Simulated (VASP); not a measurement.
Input of a VASP 6.6.1 run:

INCAR

```
ALGO = Normal ; EDIFF = 1E-6
EDIFFG = -0.04 ; ENCUT = 600
GGA = PE ; IBRION = 2
ISIF = 3 ; ISMEAR = 0
LASPH = T ; LCHARG = F
LREAL = F ; LWAVE = F
NELM = 100 ; NSW = 90
PREC = Accurate ; SIGMA = 0.1
```

Contents of KPOINTS:

```
k-points
0
Gamma
  6 6 6
```

POSCAR

```
Al4H
1.0
    2.5115196000      1.4500265200      3.3025334000
   -2.5115196000      1.4500265200      3.3025334000
    0.0000000000     -2.9000530400      3.3025334000
Al H
4 1
Direct
    0.5000000000      0.5000000000      0.0000000000
    0.0000000000      0.5000000000      0.5000000000
    0.5000000000      0.0000000000      0.5000000000
    0.5000000000      0.5000000000      0.5000000000
    0.0000000000      0.0000000000      0.0000000000
```

Potentials or basis: VASP PAW PBE potentials, release 64 (Al, H).

Run with:

```bash
$ cat potpaw_PBE.64/Al/POTCAR potpaw_PBE.64/H/POTCAR > POTCAR
$ mpirun -np 1 vasp_std > vasp.out
```

(1) Estimate the band gap on the k mesh.

(2) What does it give for the relaxed volume?

(3) Predict the space group after relaxing (to 0.1 Å).

## Answers

(1) zero (an odd number of electrons rules out a gap without spin polarisation).

(2) 21.53 Å³/atom.

(3) R-3m (No. 166).

Caveat: the volume moved by over 15 % at a fixed basis, so the end points are rough.
